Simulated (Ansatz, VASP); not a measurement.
**WCl in VASP and in Ansatz**

Contents of INCAR:

```
SYSTEM = WCl
ALGO     = Normal         ! electronic algorithm
EDIFF    = 1E-7           ! SCF threshold, eV
EDIFFG   = -0.08          ! ionic threshold
ENCUT    = 500            ! plane-wave cutoff, eV
GGA      = PE             ! functional
GGA_COMPAT= .False.      
IBRION   = 2              ! ionic algorithm
ISIF     = 3              ! what is computed and relaxed
ISMEAR   = 0              ! smearing method
LASPH    = .True.         ! aspherical terms in the spheres
LCHARG   = .False.        ! write CHGCAR
LREAL    = .False.        ! projectors in reciprocal space
LWAVE    = .False.        ! write WAVECAR
NELM     = 120            ! most SCF steps
NELMIN   = 4            
NSW      = 36             ! ionic steps
PREC     = Accurate       ! precision mode
SIGMA    = 0.2            ! smearing width, eV
```

The input KPOINTS:

```
k-points
0
Gamma
  5 5 5
  0 0 0
```

POSCAR

```
WCl
1.0
    3.7287295600      0.0000000000      0.0000000000
    0.0000000000      3.7287295600      0.0000000000
    0.0000000000      0.0000000000      3.7287295600
W Cl
1 1
Direct
    0.0000000000      0.0000000000      0.0000000000
    0.5000000000      0.5000000000      0.5000000000
```

Input for Ansatz:

```yaml
crystal:
  lattice:
    - [3.72872956, 0.0, 0.0]
    - [0.0, 3.72872956, 0.0]
    - [0.0, 0.0, 3.72872956]
  atoms:
    - { symbol: W, position: [0.0, 0.0, 0.0] }
    - { symbol: Cl, position: [0.5, 0.5, 0.5] }
basis:
  ecutwfc: 420
kpoints:
  mp_grid: { grid: [5, 5, 5] }
hamiltonian:
  xc: pbe
scf:
  occupations: { method: gaussian, width: 0.2 }
  lower_state_search: "off"
output:
  forces: true
  stress: true
  eigenvalues: true
relax:
  adjacent_minimum: "off"
  f_tol: 0.08
  max_steps: 16
  cell: { stress_tol: 0.8 }
```

Alike in both runs: task relaxation of cell and atoms; functional PBE; k mesh 5 × 5 × 5; occupations gaussian, width 0.2 eV; no spin polarisation.

```csv
,VASP,Ansatz
version,VASP 6.6.1,Ansatz 0.2.0
potentials or method,"VASP PAW PBE potentials, release 64 (W_sv, Cl), cutoff 500 eV","scalar-relativistic, plane waves, PAW"
valence electrons in the cell,21,21
```

|  | VASP | Ansatz | Ansatz less VASP |
| --- | --- | --- | --- |
| gap on the k mesh at the Fermi level, each at its own relaxed structure (eV) | none | none | - |
| relaxed volume (Å³/atom) | 14.78 | 14.75 | -0.030 |
| relaxed cell length with the largest relative difference (Å) | 3.092 | 3.090 | -0.0021 |

A gap of «none» marks a metal or a gap that the smearing closes.

Neither program's run includes spin-orbit coupling. Noted on VASP's run: the volume moved by over 15 % at a fixed basis, so the end points are rough.
